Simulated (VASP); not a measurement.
# Zn (R-3m) in VASP: further runs, part 2 of 2

VASP 6.6.1.

## 3. Relaxation of cell and atoms, PBE

This run uses another cell than the first one, of 17.63 Å³/atom.

Input file INCAR:

```
  PREC = Accurate
  ENCUT = 600
  EDIFF = 1E-7
  ISMEAR = 0
  SIGMA = 0.1
  LREAL = False
  LASPH = True
  NELM = 80
  ALGO = Normal
  ISIF = 3
  LWAVE = False
  LCHARG = False
  GGA = PE
  IBRION = 2
  NSW = 90
  EDIFFG = -0.04
```

Input file KPOINTS:

```
regular mesh
0
Gamma
  6 6 6
```

Input file POSCAR:

```
Zn
1.0
    1.4671859615      0.8470802098      7.0908176894
   -1.4671859615      0.8470802098      7.0908176894
    0.0000000000     -1.6941604196      7.0908176894
Zn
3
Direct
    0.0000000000      0.0000000000      0.0000000000
    0.2222200000      0.2222200000      0.2222200000
    0.7777800000      0.7777800000      0.7777800000
```

Potentials or basis: VASP PAW PBE potentials, release 64 (Zn).

Launch:

```
$ cat potpaw_PBE.64/Zn/POTCAR > POTCAR
$ mpirun -np 1 vasp_std > vasp.out
```

OUTCAR:

```text
PREC = Accurate
   ENCUT = 600
   EDIFF = 1E-7
   ISMEAR = 0
   LREAL = False
   LASPH = True
   NELM = 80
   ISIF = 3
   GGA = PE
   IBRION = 2
   NSW = 90
   EDIFFG = -0.04

 ion  position               nearest neighbor table
   1  0.000  0.000  0.000-   3 2.91   2 2.91   3 2.91   3 2.91   2 2.91   2 2.91
   2  0.222  0.222  0.222-   3 2.91   3 2.91   3 2.91   1 2.91   1 2.91   1 2.91
   3  0.778  0.778  0.778-   2 2.91   2 2.91   2 2.91   1 2.91   1 2.91   1 2.91

  LATTYP: Found a trigonal (rhomboedric) cell.
 ALAT       =     7.2903960820
 COS(alpha) =     0.9189975651

  Lattice vectors:

 A1 = (   1.4671859615,   0.8470802098,   7.0908176894)
 A2 = (  -1.4671859615,   0.8470802098,   7.0908176894)
 A3 = (   0.0000000000,  -1.6941604196,   7.0908176894)

Analysis of symmetry for initial positions (statically):
=====================================================================
 Subroutine PRICEL returns:
 Original cell was already a primitive cell.

 Routine SETGRP: Setting up the symmetry group for a
 trigonal (rhombohedral) supercell.

 Subroutine GETGRP returns: Found 12 space group operations
 (whereof 12 operations were pure point group operations)
 out of a pool of 12 trial point group operations.

The static configuration has the point symmetry D_3d.

Analysis of symmetry for dynamics (positions and initial velocities):
=====================================================================
 Subroutine PRICEL returns:
 Original cell was already a primitive cell.

 Routine SETGRP: Setting up the symmetry group for a
 trigonal (rhombohedral) supercell.

 Subroutine GETGRP returns: Found 12 space group operations
 (whereof 12 operations were pure point group operations)
 out of a pool of 12 trial point group operations.

The dynamic configuration has the point symmetry D_3d.

[... 141 lines left out ...]

 number of electron      36.0000013 magnetization

 Free energy of the ion-electron system (eV)
  ---------------------------------------------------
  ext. energy  EPLUGINS =         0.00000000
  ---------------------------------------------------
  free energy    TOTEN  =        -2.92176470 eV

  energy without entropy =       -2.91241225  energy(sigma->0) =       -2.91708847

------------------------ aborting loop because EDIFF is reached ----------------------------------------

  FORCE on cell =-STRESS in cart. coord.  units (eV):
  Direction    XX          YY          ZZ          XY          YZ          ZX
  --------------------------------------------------------------------------------------
  -------------------------------------------------------------------------------------
  Total       -2.1589061     -2.1589061     -2.2955033      0.0000000      0.0000000      0.0000000
  in kB      -65.4164640    -65.4164640    -69.5554628      0.0000000      0.0000000      0.0000000
  external PRESSURE =     -66.7961303 kB  Pullay stress =       0.0000000 kB
[... 92 lines left out ...]
  FREE ENERGIE OF THE ION-ELECTRON SYSTEM (eV)
  ---------------------------------------------------
  free  energy   TOTEN  =        -3.1151290528 eV

  energy  without entropy=       -3.1047333002  energy(sigma->0) =       -3.10993118

[... ionic steps 4 to 9 ...]

--------------------------------------- Ionic step       10  -------------------------------------------

 number of electron      36.0000001 magnetization

------------------------ aborting loop because EDIFF is reached ----------------------------------------
[... 69 lines left out ...]
--------------------------------------- Ionic step       12  -------------------------------------------

 number of electron      36.0000009 magnetization

 Free energy of the ion-electron system (eV)
  ---------------------------------------------------
  ext. energy  EPLUGINS =         0.00000000
  ---------------------------------------------------
  free energy    TOTEN  =        -3.21406904 eV

  energy without entropy =       -3.21106660  energy(sigma->0) =       -3.21256782

 E-fermi :   2.9086     XC(G=0): -11.5767

 val. band max:        2.7623277852   @ k =   0.5000   0.3333  -0.0000
 cond. band min:       2.9525844171   @ k =  -0.3333   0.1667   0.0000
 fundamental gap:      0.1902566319
 Fermi energy:         2.9086472814

 k-point     1 :       0.0000    0.0000    0.0000
  band No.  band energies     occupation
      1      -7.2863      2.00000
      2      -5.1797      2.00000
      3      -5.1438      2.00000
      4      -4.6784      2.00000
      5      -4.6784      2.00000
      6      -4.5652      2.00000
[... 589 lines left out ...]
     21       6.3893      0.00000
     22       7.7443      0.00000

 [... further k-points ...]

------------------------ aborting loop because EDIFF is reached ----------------------------------------

  FORCE on cell =-STRESS in cart. coord.  units (eV):
  Direction    XX          YY          ZZ          XY          YZ          ZX
  --------------------------------------------------------------------------------------
  -------------------------------------------------------------------------------------
  Total        0.0162972      0.0162972     -0.0101804      0.0000000      0.0000000      0.0000000
  in kB        0.5743126      0.5743126     -0.3587580      0.0000000      0.0000000      0.0000000
  external PRESSURE =       0.2632891 kB  Pullay stress =       0.0000000 kB
[... 18 lines left out ...]
  FREE ENERGIE OF THE ION-ELECTRON SYSTEM (eV)
  ---------------------------------------------------
  free  energy   TOTEN  =        -3.2140690429 eV

  energy  without entropy=       -3.2110665992  energy(sigma->0) =       -3.21256782

 reached required accuracy - stopping structural energy minimisation
```

Wall time 20 min (1 thread of AMD EPYC 9R45 (Zen 5), shared host); peak memory 0.49 GiB.

Results:

```
Free energy                           : -3.2141 eV
Relaxed volume                        : 15.15 Å³/atom
Relaxed cell                          : a = 6.484 Å, b = 6.484 Å, c = 6.484 Å, α = 25.80°, β = 25.80°, γ = 25.80°
Space group after relaxing (to 0.1 Å) : R-3m (No. 166)
Energy gained by relaxing             : 97.4 meV/atom
Ionic steps                           : 12
Pressure after relaxing               : 0.0 GPa
Largest force after relaxing          : 0.034 eV/Å
Band gap on the k mesh                : zero (bands 18 and 19 overlap by 2.15 eV)
```

Forces in eV/Å, atoms in the order of the input:
```
Zn   0.000  0.000  0.000
Zn   0.000  0.000  0.034
Zn   0.000  0.000 -0.034
```

The path:
```tsv
step	energy change (eV)	largest force (eV/Å)	pressure (GPa)	volume (Å³)
1	0.0000	0.0206	-6.68	52.88
2	-0.1720	0.0268	-2.83	47.45
3	-0.1934	0.0433	-0.22	45.39
4	-0.1935	0.0449	0.08	45.18
5	-0.2129	0.0239	0.68	44.87
6	-0.2742	0.0390	2.56	43.87
7	-0.0205	0.2402	12.06	41.53
8	-0.2749	0.0398	3.04	43.70
9	-0.2816	0.0520	2.41	44.11
10	-0.2824	0.0586	2.16	44.30
11	-0.2887	0.0478	1.30	44.76
12	-0.2923	0.0340	0.03	45.46
```

Final structure:
```cif
data_structure
_symmetry_space_group_name_H-M 'P 1'
_symmetry_Int_Tables_number 1
_cell_length_a 6.4836
_cell_length_b 6.4836
_cell_length_c 6.4836
_cell_angle_alpha 25.800
_cell_angle_beta 25.800
_cell_angle_gamma 25.800
_cell_volume 45.46
loop_
_atom_site_label
_atom_site_type_symbol
_atom_site_fract_x
_atom_site_fract_y
_atom_site_fract_z
_atom_site_occupancy
Zn1 Zn 0.00000 0.00000 0.00000 1
Zn2 Zn 0.22194 0.22194 0.22194 1
Zn3 Zn 0.77806 0.77806 0.77806 1
```

Levels at points of the mesh, in eV from the Fermi level:
```csv
k point,band 14,band 15,band 16,band 17,band 18,band 19,band 20,band 21,band 22
"(0.00, 0.00, 0.00)",-6.96,-6.85,-6.85,-5.78,-5.76,6.44,6.47,13.63,13.63
"(0.50, 0.00, 0.00)",-6.83,-6.79,-3.39,-3.13,-1.59,0.26,1.72,2.59,8.25
"(0.50, 0.50, 0.00)",-6.79,-6.71,-3.09,-2.86,-2.32,-0.85,3.02,4.58,6.79
"(0.50, 0.50, 0.50)",-7.05,-7.05,-6.80,-6.80,-1.79,0.58,13.01,13.01,14.83
```

Caveat: the k points lie up to 0.42 Å⁻¹ apart in the final cell, too coarse for converged energies and pressures of a metal.

The gap in the log of VASP goes by the Fermi energy; the results here count the filled bands.